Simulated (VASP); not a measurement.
The system is Ni.

```
CELL_PARAMETERS angstrom
0.00000 1.76380 1.76380
1.76380 0.00000 1.76380
1.76380 1.76380 0.00000
ATOMIC_POSITIONS crystal
Ni 0.00000 0.00000 0.00000
```

Base run:

* Program: VASP 6.6.1
* Functional: PBE
* Potentials or basis: VASP PAW PBE potentials, release 64 (Ni)
* Cutoff: 600 eV
* k mesh: 14 × 14 × 14
* Occupations: fermi-dirac, width 0.0005 eV
* Spin: collinear spin, ferromagnetic start
* Starting moments: [2.0] μB

Its results: pressure -2.0 GPa; net moment 0.59 μB per cell; site moments Ni +0.60 μB.

Question: The run is repeated on the same cell with these changes: occupations from fermi-dirac, width 0.0005 eV to fermi-dirac, width 0.1 eV. What comes out?

Answer: Pressure -1.2 GPa; net moment 0.60 μB per cell; site moments Ni +0.61 μB.
